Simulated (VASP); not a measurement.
# Ir (P6_3/mmc) in VASP: a series of runs

Runs on Ir. Level: r2SCAN. Tasks: single point.

All numbers are computed with VASP 6.6.1; they aren't measurements. Logs are shortened: lines on timing, memory, paths and dates and some standing lists are left out, and cuts for length are marked.

## 1. The cell of the first run

Symmetry: P6_3/mmc, No. 194, hexagonal system. The conventional cell has a = 2.727 Å, b = 2.727 Å, c = 4.431 Å, α = 90.00°, β = 90.00°, γ = 120.00°. Within 3.6 Å of Ir (site symmetry -6m2) lie 12 Ir at 2.72 to 2.73 Å.

This isn't the form of Ir at room conditions, which is fcc.

## 2. Single point, r2SCAN, collinear spin

POSCAR reads:

```
Ir
1.0
    2.7269629065      0.0000000000      0.0000000000
   -1.3634814533      2.3616191522      0.0000000000
    0.0000000000      0.0000000000      4.4311803888
Ir
2
Direct
    0.3333333333      0.6666666667      0.2500000000
    0.6666666667      0.3333333333      0.7500000000
```

INCAR.step1 reads:

```
ALGO = Normal ; EDIFF = 1E-4
ENCUT = 520 ; GGA = PE
ISMEAR = -1 ; ISPIN = 2
LASPH = T ; LCHARG = F
LMAXMIX = 4 ; LREAL = F
LWAVE = T ; MAGMOM = 1 1
NBANDS = 20 ; NELM = 150
PREC = Accurate ; SIGMA = 0.05
```

INCAR.step2 reads:

```
ALGO = Normal ; EDIFF = 1E-6
ENCUT = 520 ; ISIF = 2
ISMEAR = -1 ; ISPIN = 2
ISTART = 1 ; LASPH = T
LCHARG = F ; LMAXMIX = 4
LMIXTAU = T ; LORBIT = 11
LREAL = F ; LWAVE = F
MAGMOM = 1 1 ; METAGGA = R2SCAN
NBANDS = 20 ; NELM = 150
PREC = Accurate ; SIGMA = 0.05
```

KPOINTS reads:

```
k-points
0
Gamma
  13 13 7
```

Potentials or basis: VASP PAW PBE potentials, release 64 (Ir).

Command:

```bash
cat potpaw_PBE.64/Ir/POTCAR > POTCAR
cp INCAR.step1 INCAR
mpirun -np 1 vasp_std > vasp.out
cp INCAR.step2 INCAR
mpirun -np 1 vasp_std > vasp.out
```

OUTCAR:

```text
EDIFF = 1E-6
   ENCUT = 520
   ISIF = 2
   ISMEAR = -1
   ISPIN = 2
   ISTART = 1
   LASPH = T
   LORBIT = 11
   LREAL = F
   METAGGA = R2SCAN
   NELM = 150
   PREC = Accurate

 ion  position               nearest neighbor table
   1  0.333  0.667  0.250-   2 2.72   2 2.72   2 2.72   2 2.72   2 2.72   2 2.72
   2  0.667  0.333  0.750-   1 2.72   1 2.72   1 2.72   1 2.72   1 2.72   1 2.72

  LATTYP: Found a hexagonal cell.
 ALAT       =     2.7269629065
 C/A-ratio  =     1.6249507385

  Lattice vectors:

 A1 = (   2.7269629065,   0.0000000000,   0.0000000000)
 A2 = (  -1.3634814533,   2.3616191522,   0.0000000000)
 A3 = (   0.0000000000,   0.0000000000,   4.4311803888)

Analysis of symmetry for initial positions (statically):
=====================================================================
 Subroutine PRICEL returns:
 Original cell was already a primitive cell.

 Routine SETGRP: Setting up the symmetry group for a
 hexagonal supercell.

 Subroutine GETGRP returns: Found 24 space group operations
 (whereof 12 operations were pure point group operations)
 out of a pool of 24 trial point group operations.

The static configuration has the point symmetry D_3d.
 The point group associated with its full space group is D_6h.

Analysis of symmetry for dynamics (positions and initial velocities):
=====================================================================
 Subroutine PRICEL returns:
 Original cell was already a primitive cell.

 Routine SETGRP: Setting up the symmetry group for a
 hexagonal supercell.

 Subroutine GETGRP returns: Found 24 space group operations
 (whereof 12 operations were pure point group operations)
 out of a pool of 24 trial point group operations.

The dynamic configuration has the point symmetry D_3d.
 The point group associated with its full space group is D_6h.

Analysis of structural, dynamic, and magnetic symmetry:
=====================================================================
 Subroutine PRICEL returns:
 Original cell was already a primitive cell.

 Routine SETGRP: Setting up the symmetry group for a
 hexagonal supercell.

 Subroutine GETGRP returns: Found 24 space group operations
 (whereof 12 operations were pure point group operations)
 out of a pool of 24 trial point group operations.

The overall configuration has the point symmetry D_3d.
 The point group associated with its full space group is D_6h.

 Subroutine INISYM returns: Found 24 space group operations
 (whereof 12 operations are pure point group operations),
 and found     1 'primitive' translations

----------------------------------------------------------------------------------------

                                     Primitive cell

  volume of cell :      28.5370

  direct lattice vectors                    reciprocal lattice vectors
     2.726962906  0.000000000  0.000000000     0.366708325  0.211719150  0.000000000
    -1.363481453  2.361619152  0.000000000     0.000000000  0.423438300  0.000000000
     0.000000000  0.000000000  4.431180389     0.000000000  0.000000000  0.225673503

  length of vectors
     2.726962906  2.726962907  4.431180389     0.423438300  0.423438300  0.225673503

  position of ions in fractional coordinates (direct lattice)
     0.333333333  0.666666667  0.250000000
     0.666666667  0.333333333  0.750000000

  ion indices of the primitive-cell ions
   primitive index   ion index
                 1           1
                 2           2

----------------------------------------------------------------------------------------

 KPOINTS: k-points

Automatic generation of k-mesh.
 Grid dimensions read from file:
 generate k-points for:   13   13    7

 Generating k-lattice:

  Cartesian coordinates                     Fractional coordinates (reciprocal lattice)
     0.028208333  0.016286088  0.000000000     0.076923077 -0.000000000  0.000000000
     0.000000000  0.032572177  0.000000000     0.000000000  0.076923077  0.000000000
     0.000000000  0.000000000  0.032239072     0.000000000  0.000000000  0.142857143

  Length of vectors
     0.032572177  0.032572177  0.032239072

  Shift w.r.t. Gamma in fractional coordinates (k-lattice)
     0.000000000  0.000000000  0.000000000

 Subroutine IBZKPT returns following result:
 ===========================================

 Found     84 irreducible k-points:

 Following reciprocal coordinates:
            Coordinates               Weight
  0.000000  0.000000  0.000000      1.000000
  0.076923 -0.000000  0.000000      6.000000
  0.153846  0.000000  0.000000      6.000000
  0.230769  0.000000  0.000000      6.000000
  0.307692  0.000000  0.000000      6.000000
  0.384615  0.000000  0.000000      6.000000
[... 16 lines left out ...]
  0.076923 -0.000000  0.142857     12.000000
  0.153846  0.000000  0.142857     12.000000
 [... further k-points ...]
   k-points           NKPTS =     84   k-points in BZ     NKDIM =     84   number of bands    NBANDS=     20
   number of dos      NEDOS =    301   number of ions     NIONS =      2
   total plane-waves  NPLWV =  14400
   dimension x,y,z NGX =    20 NGY =   20 NGZ =   36
   dimension x,y,z NGXF=    40 NGYF=   40 NGZF=   72
   ions per type =               2
   NGX,Y,Z   is equivalent  to a cutoff of  12.19, 12.19, 13.51 a.u.
   NGXF,Y,Z  is equivalent  to a cutoff of  24.39, 24.39, 27.01 a.u.
 SYSTEM =  unknown system
   PREC   = accura    normal or accurate (medium, high low for compatibility)
   ISTART =      1    job   : 0-new  1-cont  2-samecut
   ICHARG =      0    charge: 1-file 2-atom 10-const
   ISPIN  =      2    spin polarized calculation?
   LNONCOLLINEAR =      F non collinear calculations
   LSORBIT =      F    spin-orbit coupling
   LASPH  =      T    aspherical Exc in radial PAW
   ENCUT  =  520.0 eV  38.22 Ry    6.18 a.u.   5.07  5.07  8.24*2*pi/ulx,y,z
   NELM   =    150;   NELMIN=  2; NELMDL=  0     # of ELM steps
   EDIFF  = 0.1E-05   stopping-criterion for ELM
   LREAL  =      F    real-space projection
   EDIFFG = 0.1E-04   stopping-criterion for IOM
   NSW    =      0    number of steps for IOM
   IBRION =     -1    ionic relax: 0-MD 1-quasi-New 2-CG
   NFREE  =      0    steps in history (QN), initial steepest desc. (CG)
   ISIF   =      2    stress and relaxation
   ISYM   =      2    0-nonsym 1-usesym 2-fastsym
   POTIM  = 0.5000    time-step for ionic-motion
   TEBEG  =    0.0;   TEEND  =   0.0 temperature during run
   PSTRESS=    0.0 pullay stress
   NELECT =      18.0000    total number of electrons
   NUPDOWN=      -1.0000    fix difference up-down
   EMIN   =  10.00;   EMAX   =-10.00  energy-range for DOS
   EFERMI =   0.00;   METHOD = LEGACY
   ISMEAR =    -1;   SIGMA  =   0.05  broadening in eV -4-tet -1-fermi 0-gaus
   EFERMI_NEDOS =   21; number of points for ismear=-14 and -15
   IALGO  =     38    algorithm
   IMIX   =      4    mixing-type and parameters
     AMIX     =   0.40;   BMIX     =  1.00
     AMIX_MAG =   1.60;   BMIX_MAG =  1.00
  volume/ion in A,a.u.               =      14.27        96.29
  Fermi-wavevector in a.u.,A,eV,Ry     =   1.403986  2.653149 26.819493  1.971177
  Thomas-Fermi vector in A             =   2.526593
   LORBIT       =     11    0 simple, 1 ext, 2 COOP (PROOUT), +10 PAW based schemes
   METAGGA = R2SCAN    functional components
   LHFCALC =     F    Hartree Fock is set to
   AEXX    =    0.0000 exact exchange contribution
   IVDW    =     0    specifies the selected vdW correction
   LEPSILON=     F    determine dielectric tensor
   LRPA    =     F    only Hartree local field effects (RPA)
 spin polarized calculation
  energy-cutoff  :      520.00
  volume of cell :       28.54
 maximum number of plane-waves:       782
   NGX = 11   NGY = 11   NGZ = 17

 number of electron      18.0000000 magnetization      -0.0000128

 Free energy of the ion-electron system (eV)
  ---------------------------------------------------
  ext. energy  EPLUGINS =         0.00000000
  ---------------------------------------------------
  free energy    TOTEN  =      -104.55172575 eV

  energy without entropy =     -104.52942747  energy(sigma->0) =     -104.54057661

 E-fermi :  10.1903     XC(G=0): -15.2772

 val. band max:       10.1715761090   @ k =   0.3846   0.0000   0.1429
 cond. band min:      10.1908931932   @ k =   0.3846   0.2308   0.2857
 fundamental gap:      0.0193170841
 Fermi energy:        10.1903182493

 spin component 1

 k-point     1 :       0.0000    0.0000    0.0000
  band No.  band energies     occupation
      1      -1.4112      1.00000
      2       1.7174      1.00000
      3       6.0897      1.00000
      4       6.2114      1.00000
      5       6.2114      1.00000
      6       6.8781      1.00000
[... 12 lines left out ...]
     19      33.9461      0.00000
     20      33.9461      0.00000
[... 507 lines left out ...]
 k-point    24 :       0.1538    0.0000    0.1429
  band No.  band energies     occupation
      1      -0.2714      1.00000
      2       2.5246      1.00000
      3       5.3058      1.00000
      4       5.7987      1.00000
      5       6.2234      1.00000
      6       6.7218      1.00000
[... 12 lines left out ...]
     19      31.9194      0.00000
     20      34.7625      0.00000

 [... further k-points ...]

 spin component 2

 k-point     1 :       0.0000    0.0000    0.0000
  band No.  band energies     occupation
      1      -1.4112      1.00000
      2       1.7174      1.00000
      3       6.0897      1.00000
      4       6.2114      1.00000
      5       6.2114      1.00000
      6       6.8781      1.00000
[... 12 lines left out ...]
     19      33.9461      0.00000
     20      33.9461      0.00000
[... 507 lines left out ...]
 k-point    24 :       0.1538    0.0000    0.1429
  band No.  band energies     occupation
      1      -0.2714      1.00000
      2       2.5246      1.00000
      3       5.3058      1.00000
      4       5.7987      1.00000
      5       6.2234      1.00000
      6       6.7218      1.00000
[... 12 lines left out ...]
     19      31.9194      0.00000
     20      34.8294      0.00000

 [... further k-points ...]

------------------------ aborting loop because EDIFF is reached ----------------------------------------

  FORCE on cell =-STRESS in cart. coord.  units (eV):
  Direction    XX          YY          ZZ          XY          YZ          ZX
  --------------------------------------------------------------------------------------
  -------------------------------------------------------------------------------------
  Total        0.4323622      0.4323622      0.4604400     -0.0000000     -0.0000000      0.0000000
  in kB       24.2744731     24.2744731     25.8508641     -0.0000000     -0.0000000      0.0000000
  external PRESSURE =      24.7999368 kB  Pullay stress =       0.0000000 kB

 VOLUME and BASIS-vectors are now :
 -----------------------------------------------------------------------------
  energy-cutoff  :      520.00
  volume of cell :       28.54
      direct lattice vectors                 reciprocal lattice vectors
     2.726962906  0.000000000  0.000000000     0.366708325  0.211719150  0.000000000
    -1.363481453  2.361619152  0.000000000     0.000000000  0.423438300  0.000000000
     0.000000000  0.000000000  4.431180389     0.000000000  0.000000000  0.225673503

 POSITION                                       TOTAL-FORCE (eV/Angst)
 -----------------------------------------------------------------------------------
     -0.00000      1.57441      1.10780         0.000000     -0.000000      0.000000
      1.36348      0.78721      3.32339        -0.000000      0.000000      0.000000
 -----------------------------------------------------------------------------------
    total drift:                               -0.000000      0.000000     -0.000000

  FREE ENERGIE OF THE ION-ELECTRON SYSTEM (eV)
  ---------------------------------------------------
  free  energy   TOTEN  =      -104.5517257455 eV

  energy  without entropy=     -104.5294274667  energy(sigma->0) =     -104.54057661

 total charge

# of ion       s       p       d       tot
------------------------------------------
    1        0.668   0.735   6.963   8.366
    2        0.668   0.735   6.963   8.366
--------------------------------------------------
tot          1.336   1.469  13.927  16.732

 magnetization (x)

# of ion       s       p       d       tot
------------------------------------------
    1       -0.000  -0.000  -0.000  -0.000
    2       -0.000  -0.000  -0.000  -0.000
--------------------------------------------------
tot         -0.000  -0.000  -0.000  -0.000
```

It took 7.4 min on 1 thread of Intel Xeon 8259CL, shared host; peak memory 0.21 GiB.

Results:

| Item | Value |
| --- | --- |
| Free energy | -104.5517 eV |
| Pressure | 2.5 GPa |
| Band gap on the k mesh | zero (filled and empty bands overlap) |
| Net moment | 0.00 μB per cell |
| Valence electrons inside the program's atomic spheres | Ir 8.37 |

Levels at points of the mesh, in eV from the Fermi level:
Spin up:
| k point | band 7 | band 8 | band 9 | band 10 | band 11 | band 12 |
| --- | --- | --- | --- | --- | --- | --- |
| (0.00, 0.00, 0.00) | -3.31 | -2.47 | -2.47 | -0.82 | 0.25 | 0.25 |
Spin down:
| k point | band 6 | band 7 | band 8 | band 9 | band 10 | band 11 | band 12 | band 13 |
| --- | --- | --- | --- | --- | --- | --- | --- | --- |
| (0.00, 0.00, 0.00) | -3.31 | -3.31 | -2.47 | -2.47 | -0.82 | 0.25 | 0.25 | 7.34 |

Caveat: the PAW data sets were made with another functional, which shifts forces and pressure a little; spin-orbit coupling is left out, which moves the levels of the heavy elements.

(Part 1 of 2 ends here.)
